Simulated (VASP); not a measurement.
# Mg5CdSe6 (P3m1) in VASP: further runs, part 2 of 2

VASP 6.6.1. Earlier steps stand in the parts before.

### Step 5. Single point, PBE

This run uses another cell than the first one, of 27.40 Å³/atom.

The input, INCAR:

```
SYSTEM = Mg5CdSe6
  PREC = Accurate
  ENCUT = 520
  EDIFF = 1E-7
  ISMEAR = 0
  SIGMA = 0.02
  LREAL = .FALSE.
  LASPH = .TRUE.
  NELM = 100
  ALGO = Normal
  ISIF = 2
  LWAVE = .FALSE.
  LCHARG = .FALSE.
  GGA = PE
  NBANDS = 41
```

The input, KPOINTS:

```
Automatic mesh
0
G
  6 6 2
  0 0 0
```

The input, POSCAR:

```
Mg5CdSe6
1.0
    4.2654673267      0.0000000000      0.0000000000
   -2.1327336633      3.6940030639      0.0000000000
    0.0000000000      0.0000000000     20.8663537420
Mg Cd Se
5 1 6
Direct
    0.0000000000      0.0000000000      0.0012964145
    0.6666666667      0.3333333333      0.1663948533
    0.3333333333      0.6666666667      0.3315055306
    0.0000000000      0.0000000000      0.4963641216
    0.3333333333      0.6666666667      0.8360705148
    0.6666666667      0.3333333333      0.6681576991
    0.0000000000      0.0000000000      0.1257439417
    0.6666666667      0.3333333333      0.2908387638
    0.3333333333      0.6666666667      0.4559664630
    0.0000000000      0.0000000000      0.6207164815
    0.6666666667      0.3333333333      0.7963212836
    0.3333333333      0.6666666667      0.9606239326
```

Potentials or basis: VASP PAW PBE potentials, release 64 (Mg, Cd, Se).

Started as:

```bash
cat potpaw_PBE.64/Mg/POTCAR potpaw_PBE.64/Cd/POTCAR potpaw_PBE.64/Se/POTCAR > POTCAR
mpirun -np 1 vasp_std > vasp.out
```

OUTCAR:

```text
SYSTEM = Mg5CdSe6
   PREC = Accurate
   ENCUT = 520
   EDIFF = 1E-7
   ISMEAR = 0
   LREAL = .FALSE.
   LASPH = .TRUE.
   NELM = 100
   ISIF = 2
   GGA = PE

 ion  position               nearest neighbor table
   1  0.000  0.000  0.001-   7 2.60  12 2.60  12 2.60  12 2.60
   2  0.667  0.333  0.166-   8 2.60   7 2.60   7 2.60   7 2.60
   3  0.333  0.667  0.332-   9 2.60   8 2.60   8 2.60   8 2.60
   4  0.000  0.000  0.496-  10 2.59   9 2.60   9 2.60   9 2.60
   5  0.333  0.667  0.836-  11 2.60  11 2.60  11 2.60  12 2.60
   6  0.667  0.333  0.668-  10 2.65  10 2.65  10 2.65  11 2.67
   7  0.000  0.000  0.126-   1 2.60   2 2.60   2 2.60   2 2.60
   8  0.667  0.333  0.291-   2 2.60   3 2.60   3 2.60   3 2.60
   9  0.333  0.667  0.456-   3 2.60   4 2.60   4 2.60   4 2.60
  10  0.000  0.000  0.621-   4 2.59   6 2.65   6 2.65   6 2.65
  11  0.667  0.333  0.796-   5 2.60   5 2.60   5 2.60   6 2.67
  12  0.333  0.667  0.961-   5 2.60   1 2.60   1 2.60   1 2.60

  LATTYP: Found a hexagonal cell.
 ALAT       =     4.2654673267
 C/A-ratio  =     4.8919267559

  Lattice vectors:

 A1 = (   4.2654673267,   0.0000000000,   0.0000000000)
 A2 = (  -2.1327336633,   3.6940030639,   0.0000000000)
 A3 = (   0.0000000000,   0.0000000000,  20.8663537420)

Analysis of symmetry for initial positions (statically):
=====================================================================
 Subroutine PRICEL returns:
 Original cell was already a primitive cell.

 Routine SETGRP: Setting up the symmetry group for a
 hexagonal supercell.

 Subroutine GETGRP returns: Found  6 space group operations
 (whereof  6 operations were pure point group operations)
 out of a pool of 24 trial point group operations.

The static configuration has the point symmetry C_3v.

Analysis of symmetry for dynamics (positions and initial velocities):
=====================================================================
 Subroutine PRICEL returns:
 Original cell was already a primitive cell.

 Routine SETGRP: Setting up the symmetry group for a
 hexagonal supercell.

[... 146 lines left out ...]
  energy-cutoff  :      520.00
  volume of cell :      328.78
 maximum number of plane-waves:      8904
 NGX is ok and might be reduce to    32
   NGX = 15   NGY = 15   NGZ = 77

 number of electron      58.0000002 magnetization

 Free energy of the ion-electron system (eV)
  ---------------------------------------------------
  ext. energy  EPLUGINS =         0.00000000
  ---------------------------------------------------
  free energy    TOTEN  =       -43.06314848 eV

  energy without entropy =      -43.06314848  energy(sigma->0) =      -43.06314848

 E-fermi :   1.0597     XC(G=0):  -8.1912

 val. band max:        0.9321473720   @ k =   0.0000   0.0000   0.0000
 cond. band min:       2.6032093830   @ k =   0.0000   0.0000   0.0000
 fundamental gap:      1.6710620109
 Fermi energy:         1.0597106498

 k-point     1 :       0.0000    0.0000    0.0000
  band No.  band energies     occupation
      1     -11.1542      2.00000
      2     -11.0378      2.00000
      3     -11.0071      2.00000
      4     -10.8187      2.00000
      5     -10.7251      2.00000
      6     -10.6019      2.00000
[... 605 lines left out ...]
     40       7.0184      0.00000
     41       7.1058      0.00000

------------------------ aborting loop because EDIFF is reached ----------------------------------------

  FORCE on cell =-STRESS in cart. coord.  units (eV):
  Direction    XX          YY          ZZ          XY          YZ          ZX
  --------------------------------------------------------------------------------------
  -------------------------------------------------------------------------------------
  Total       -0.0006298     -0.0006298      0.0111522     -0.0000000      0.0000000     -0.0000000
  in kB       -0.0030688     -0.0030688      0.0543451     -0.0000000      0.0000000     -0.0000000
  external PRESSURE =       0.0160691 kB  Pullay stress =       0.0000000 kB

 VOLUME and BASIS-vectors are now :
 -----------------------------------------------------------------------------
  energy-cutoff  :      520.00
  volume of cell :      328.78
      direct lattice vectors                 reciprocal lattice vectors
     4.265467327  0.000000000  0.000000000     0.234440900  0.135354517  0.000000000
    -2.132733663  3.694003064  0.000000000     0.000000000  0.270709034  0.000000000
     0.000000000  0.000000000 20.866353742     0.000000000  0.000000000  0.047924041

 POSITION                                       TOTAL-FORCE (eV/Angst)
 -----------------------------------------------------------------------------------
      0.00000      0.00000      0.02705        -0.000000      0.000000     -0.000365
      2.13273      1.23133      3.47205        -0.000000     -0.000000     -0.000251
     -0.00000      2.46267      6.91731         0.000000     -0.000000     -0.000270
      0.00000      0.00000     10.35731        -0.000000      0.000000      0.000445
     -0.00000      2.46267     17.44574         0.000000     -0.000000      0.002317
      2.13273      1.23133     13.94201        -0.000000     -0.000000      0.002961
      0.00000      0.00000      2.62382         0.000000     -0.000000     -0.000177
      2.13273      1.23133      6.06874         0.000000      0.000000      0.000326
     -0.00000      2.46267      9.51436         0.000000     -0.000000      0.000349
      0.00000      0.00000     12.95209        -0.000000     -0.000000     -0.038099
      2.13273      1.23133     16.61632        -0.000000     -0.000000      0.032721
     -0.00000      2.46267     20.04472         0.000000     -0.000000      0.000042
 -----------------------------------------------------------------------------------
    total drift:                               -0.000001      0.000000      0.000657

  FREE ENERGIE OF THE ION-ELECTRON SYSTEM (eV)
  ---------------------------------------------------
  free  energy   TOTEN  =       -43.0631484839 eV

  energy  without entropy=      -43.0631484839  energy(sigma->0) =      -43.06314848
```

OSZICAR:

```text
N       E                     dE             d eps       ncg     rms          rms(c)
DAV:   1     0.298851850139E+03    0.29885E+03   -0.22397E+04  1148   0.115E+03
DAV:   2    -0.162794361232E+02   -0.31513E+03   -0.30318E+03  1437   0.213E+02
DAV:   3    -0.448537398481E+02   -0.28574E+02   -0.28443E+02  1370   0.647E+01
DAV:   4    -0.452853406724E+02   -0.43160E+00   -0.43116E+00  1424   0.884E+00
DAV:   5    -0.452898081477E+02   -0.44675E-02   -0.44668E-02  1430   0.899E-01    0.876E+00
DAV:   6    -0.432224620782E+02    0.20673E+01   -0.38744E+00  1396   0.853E+00    0.637E+00
DAV:   7    -0.430347710552E+02    0.18769E+00   -0.14765E+00  1390   0.403E+00    0.277E+00
DAV:   8    -0.430563501650E+02   -0.21579E-01   -0.79837E-02  1301   0.166E+00    0.648E-01
DAV:   9    -0.430613335170E+02   -0.49834E-02   -0.11346E-02  1375   0.746E-01    0.170E-01
DAV:  10    -0.430624067787E+02   -0.10733E-02   -0.16648E-03  1283   0.269E-01    0.118E-01
DAV:  11    -0.430630100181E+02   -0.60324E-03   -0.51578E-04  1286   0.896E-02    0.327E-02
DAV:  12    -0.430631320961E+02   -0.12208E-03   -0.10748E-04  1338   0.461E-02    0.141E-02
DAV:  13    -0.430631452076E+02   -0.13112E-04   -0.13810E-05  1304   0.154E-02    0.477E-03
DAV:  14    -0.430631478412E+02   -0.26336E-05   -0.37456E-06  1363   0.709E-03    0.259E-03
DAV:  15    -0.430631482330E+02   -0.39174E-06   -0.24452E-07  1208   0.208E-03    0.138E-03
DAV:  16    -0.430631484699E+02   -0.23690E-06   -0.34330E-07  1118   0.203E-03    0.761E-04
DAV:  17    -0.430631484839E+02   -0.14052E-07   -0.26034E-08   924   0.635E-04
   1 F= -.43063148E+02 E0= -.43063148E+02  d E =-.131492E-20
```

Run time: 3.5 min. Hardware: 1 thread of Intel Xeon Platinum 8488C (Sapphire Rapids), shared host; peak memory 0.51 GiB.

What came out:

```
Free energy            : -43.0631 eV
Pressure               : 0.0 GPa
Largest force          : 0.038 eV/Å
Band gap on the k mesh : 1.67 eV
```

Forces in eV/Å, atoms in the order of the input:
```
Mg   0.000  0.000  0.000
Mg   0.000  0.000  0.000
Mg   0.000  0.000  0.000
Mg   0.000  0.000  0.000
Mg   0.000  0.000  0.002
Cd   0.000  0.000  0.003
Se   0.000  0.000  0.000
Se   0.000  0.000  0.000
Se   0.000  0.000  0.000
Se   0.000  0.000 -0.038
Se   0.000  0.000  0.033
Se   0.000  0.000  0.000
```

### Step 6. Relaxation of cell and atoms, PBE

The input, INCAR:

```
PREC     = Accurate       # precision mode
ENCUT    = 600            # plane-wave cutoff, eV
EDIFF    = 1E-6           # SCF threshold, eV
ISMEAR   = 0              # smearing method
SIGMA    = 0.1            # smearing width, eV
LREAL    = False          # projectors in reciprocal space
LASPH    = True           # aspherical terms in the spheres
NELM     = 80             # most SCF steps
ALGO     = Normal         # electronic algorithm
ISIF     = 3              # what is computed and relaxed
LWAVE    = False          # write WAVECAR
LCHARG   = False          # write CHGCAR
GGA      = PE             # functional
IBRION   = 2              # ionic algorithm
NSW      = 90             # ionic steps
EDIFFG   = -0.04          # ionic threshold
```

The input, KPOINTS:

```
regular mesh
0
Gamma
  6 6 1
```

The input, POSCAR:

```
Mg5CdSe6
1.0
    4.0340707300      0.0000000000      0.0000000000
   -2.0170353600      3.4936077300      0.0000000000
    0.0000000000      0.0000000000     19.7628297400
Mg Cd Se
5 1 6
Direct
    0.0000000000      0.0000000000      0.0000000000
    0.6666666700      0.3333333300      0.1666666700
    0.3333333300      0.6666666700      0.3333333300
    0.0000000000      0.0000000000      0.5000000000
    0.3333333300      0.6666666700      0.8333333300
    0.6666666700      0.3333333300      0.6666666700
    0.0000000000      0.0000000000      0.1250000000
    0.6666666700      0.3333333300      0.2916666700
    0.3333333300      0.6666666700      0.4583333300
    0.0000000000      0.0000000000      0.6250000000
    0.6666666700      0.3333333300      0.7916666700
    0.3333333300      0.6666666700      0.9583333300
```

Potentials or basis: VASP PAW PBE potentials, release 64 (Mg, Cd, Se).

Started as:

```bash
cat potpaw_PBE.64/Mg/POTCAR potpaw_PBE.64/Cd/POTCAR potpaw_PBE.64/Se/POTCAR > POTCAR
mpirun -np 1 vasp_std > vasp.out
```

OUTCAR:

```text
PREC = Accurate
   ENCUT = 600
   EDIFF = 1E-6
   ISMEAR = 0
   LREAL = False
   LASPH = True
   NELM = 80
   ISIF = 3
   GGA = PE
   IBRION = 2
   NSW = 90
   EDIFFG = -0.04

 ion  position               nearest neighbor table
   1  0.000  0.000  0.000-  12 2.47   7 2.47  12 2.47  12 2.47
   2  0.667  0.333  0.167-   7 2.47   8 2.47   7 2.47   7 2.47
   3  0.333  0.667  0.333-   8 2.47   8 2.47   8 2.47   9 2.47
   4  0.000  0.000  0.500-   9 2.47  10 2.47   9 2.47   9 2.47
   5  0.333  0.667  0.833-  11 2.47  11 2.47  11 2.47  12 2.47
   6  0.667  0.333  0.667-  10 2.47  11 2.47  10 2.47  10 2.47
   7  0.000  0.000  0.125-   2 2.47   1 2.47   2 2.47   2 2.47
   8  0.667  0.333  0.292-   3 2.47   3 2.47   3 2.47   2 2.47
   9  0.333  0.667  0.458-   4 2.47   3 2.47   4 2.47   4 2.47
  10  0.000  0.000  0.625-   6 2.47   4 2.47   6 2.47   6 2.47
  11  0.667  0.333  0.792-   5 2.47   5 2.47   5 2.47   6 2.47
[... 324 lines left out ...]

[... ionic steps 4 to 11 ...]

--------------------------------------- Ionic step       12  -------------------------------------------

 number of electron      58.0000003 magnetization

------------------------ aborting loop because EDIFF is reached ----------------------------------------
[... 87 lines left out ...]
--------------------------------------- Ionic step       14  -------------------------------------------

 number of electron      58.0000002 magnetization

 Free energy of the ion-electron system (eV)
  ---------------------------------------------------
  ext. energy  EPLUGINS =         0.00000000
  ---------------------------------------------------
  free energy    TOTEN  =       -43.05913209 eV

  energy without entropy =      -43.05913209  energy(sigma->0) =      -43.05913209

 E-fermi :   1.3975     XC(G=0):  -8.1907

 val. band max:        0.9323832813   @ k =   0.0000   0.0000   0.0000
 cond. band min:       2.5997088560   @ k =   0.0000   0.0000   0.0000
 fundamental gap:      1.6673255747
 Fermi energy:         1.3975443978

 k-point     1 :       0.0000    0.0000    0.0000
  band No.  band energies     occupation
      1     -11.1525      2.00000
      2     -11.0378      2.00000
      3     -11.0086      2.00000
      4     -10.8185      2.00000
      5     -10.7258      2.00000
      6     -10.6029      2.00000
[... 301 lines left out ...]
  FREE ENERGIE OF THE ION-ELECTRON SYSTEM (eV)
  ---------------------------------------------------
  free  energy   TOTEN  =       -43.0591320944 eV

  energy  without entropy=      -43.0591320944  energy(sigma->0) =      -43.05913209

 reached required accuracy - stopping structural energy minimisation
```

CONTCAR:

```text
Mg5CdSe6
   1.00000000000000
     4.2643907247150450    0.0000000003244202    0.0000000000000000
    -2.1321953567910974    3.6930706957786557   -0.0000000000000000
     0.0000000000000000   -0.0000000000000000   20.8794180538696068
  Mg              Cd              Se
     5     1     6
Direct
     0.0000000000000000    0.0000000000000000    0.0010798474938739
     0.6666666699999979    0.3333333300000021    0.1665709802739394
     0.3333333300000021    0.6666666699999979    0.3314209568937266
     0.0000000000000000    1.0000000000000000    0.4961994418242671
     0.3333333300000021    0.6666666699999979    0.8362397509591184
     0.6666666699999979    0.3333333300000021    0.6681588253327179
     0.0000000000000000    0.0000000000000000    0.1255803625442629
     0.6666666699999979    0.3333333300000021    0.2911049242748143
     0.3333333300000021    0.6666666699999979    0.4558883896892564
     1.0000000000000000    1.0000000000000000    0.6204100113768525
     0.6666666699999979    0.3333333300000021    0.7966391859575827
     0.3333333300000021    0.6666666699999979    0.9607073233795878

  0.00000000E+00  0.00000000E+00  0.00000000E+00
  0.00000000E+00  0.00000000E+00  0.00000000E+00
  0.00000000E+00  0.00000000E+00  0.00000000E+00
  0.00000000E+00  0.00000000E+00  0.00000000E+00
  0.00000000E+00  0.00000000E+00  0.00000000E+00
  0.00000000E+00  0.00000000E+00  0.00000000E+00
  0.00000000E+00  0.00000000E+00  0.00000000E+00
  0.00000000E+00  0.00000000E+00  0.00000000E+00
  0.00000000E+00  0.00000000E+00  0.00000000E+00
  0.00000000E+00  0.00000000E+00  0.00000000E+00
  0.00000000E+00  0.00000000E+00  0.00000000E+00
  0.00000000E+00  0.00000000E+00  0.00000000E+00
```

Wall time 11 min (1 thread of Intel Xeon Platinum 8488C (Sapphire Rapids), shared host); peak memory 0.49 GiB.

Results:

| Property | Result |
| --- | --- |
| Free energy | -43.0591 eV |
| Relaxed volume | 27.40 Å³/atom |
| Relaxed cell | a = 4.264 Å, b = 4.264 Å, c = 20.879 Å, α = 90.00°, β = 90.00°, γ = 120.00° |
| Space group after relaxing (to 0.1 Å) | P3m1 (No. 156) |
| Energy gained by relaxing | 130.1 meV/atom |
| Ionic steps | 14 |
| Pressure after relaxing | 0.0 GPa |
| Largest force after relaxing | 0.035 eV/Å |
| Band gap on the k mesh | 1.67 eV |

Forces on the atoms (eV/Å):
```
Mg   0.000  0.000  0.028
Mg   0.000  0.000 -0.011
Mg   0.000  0.000  0.024
Mg   0.000  0.000 -0.003
Mg   0.000  0.000  0.004
Cd   0.000  0.000  0.017
Se   0.000  0.000  0.015
Se   0.000  0.000 -0.035
Se   0.000  0.000 -0.008
Se   0.000  0.000 -0.002
Se   0.000  0.000 -0.015
Se   0.000  0.000 -0.013
```

The path:
```tsv
step	energy change (eV)	largest force (eV/Å)	pressure (GPa)	volume (Å³)
1	0.0000	0.9963	10.94	278.53
2	-1.4108	0.2086	-2.18	347.44
3	-1.5373	0.2245	0.03	329.12
4	-1.5372	0.2141	-0.12	330.19
5	-1.5432	0.1705	-0.11	329.97
6	-1.5528	0.1275	-0.06	329.33
7	-1.5532	0.1161	-0.04	329.15
8	-1.5563	0.0911	0.05	328.48
9	-1.5567	0.0775	0.10	328.10
10	-1.5589	0.0833	-0.04	329.13
11	-1.5590	0.0925	-0.10	329.52
12	-1.5608	0.0470	-0.01	328.83
13	-1.5611	0.0516	0.04	328.40
14	-1.5618	0.0350	-0.01	328.82
```

Final structure:
```xyz
12
Lattice="4.2644 0.0000 0.0000 -2.1322 3.6931 0.0000 0.0000 0.0000 20.8794" Properties=species:S:1:pos:R:3 pbc="T T T"
Mg    0.0000    0.0000    0.0225
Mg    2.1322    1.2310    3.4779
Mg    0.0000    2.4620    6.9199
Mg   -2.1322    3.6931   10.3604
Mg    0.0000    2.4620   17.4602
Cd    2.1322    1.2310   13.9508
Se    0.0000    0.0000    2.6220
Se    2.1322    1.2310    6.0781
Se    0.0000    2.4620    9.5187
Se    2.1322    3.6931   12.9538
Se    2.1322    1.2310   16.6334
Se    0.0000    2.4620   20.0590
```

Caveat: the volume moved by over 15 % at a fixed basis, so the end points are rough.

### Step 7. The runs side by side

```csv
task,cell,k mesh,cutoff (eV),smearing,gap on the mesh (eV),pressure (GPa),largest force (eV/Å)
single point,"a = 4.034, b = 4.034, c = 19.763 Å, angles 90.0, 90.0, 120.0°, 12 atoms, atomic positions A",6 × 6 × 1,520,gaussian 0.1 eV,2.21,11.0,1.00
single point,"a = 4.259, b = 4.259, c = 20.827 Å, angles 90.0, 90.0, 120.0°, 12 atoms, atomic positions B",6 × 6 × 1,520,gaussian 0.1 eV,1.69,0.2,0.02
single point,"a = 4.265, b = 4.265, c = 20.866 Å, angles 90.0, 90.0, 120.0°, 12 atoms, atomic positions B",6 × 6 × 2,520,gaussian 0.02 eV,1.67,0.0,0.04
relaxation of cell and atoms,"relaxed from a = 4.034, b = 4.034, c = 19.763 Å, angles 90.0, 90.0, 120.0°, 12 atoms, atomic positions A",6 × 6 × 1,600,gaussian 0.1 eV,1.67,0.0,0.03
```

Alike in all rows: level PBE; potentials or basis VASP PAW PBE potentials, release 64 (Mg, Cd, Se); no spin polarisation.

Caveats: the cell stands under pressure (at least some runs); an odd mesh through Γ misses points on the zone boundary, where band edges can lie (at least some runs); the volume moved by over 15 % at a fixed basis, so the end points are rough (at least some runs).

Absolute energies hang on the potentials; compare differences alone.
